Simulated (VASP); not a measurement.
Input of a VASP 6.6.1 run:

INCAR

```
SYSTEM = SnSe
ALGO = Normal ; EDIFF = 1E-6
ENCUT = 520 ; GGA = CA
ISIF = 2 ; ISMEAR = -1
LASPH = .True. ; LCHARG = .True.
LELF = .True. ; LREAL = .False.
LVHAR = .True. ; LWAVE = .False.
NBANDS = 28 ; NELM = 60
PREC = Accurate ; SIGMA = 0.05
```

KPOINTS

```
k-points
0
Gamma
  6 6 3
  0 0 0
```

POSCAR

```
SnSe
1.0
    4.3417197731      0.0000000000      0.0000000000
    0.0000000000      4.3417197731      0.0000000000
    0.0000000000      0.0000000000     11.1353230860
Sn Se
2 2
Direct
    0.0000000000      0.5000000000      0.6277708900
    0.5000000000      0.0000000000      0.3722291100
    0.0000000000      0.5000000000      0.3839605100
    0.5000000000      0.0000000000      0.6160394900
```

Potentials or basis: VASP PAW LDA potentials, release 64 (Sn_d, Se).

Launch:

```sh
$ cat potpaw_LDA.64/Sn_d/POTCAR potpaw_LDA.64/Se/POTCAR > POTCAR
$ mpirun -np 1 vasp_std > vasp.out
```

**Question.** Estimate the largest force.

**Answer.** 0.464 eV/Å.

**Question.** Estimate the band gap on the k mesh.

**Answer.** 1.49 eV, direct.

Forces in eV/Å, atoms in the order of the input:
```
Sn   0.000  0.000 -0.464
Sn   0.000  0.000  0.464
Se   0.000  0.000  0.219
Se   0.000  0.000 -0.219
```

Caveat: spin-orbit coupling is left out, which moves the levels of the heavy elements.
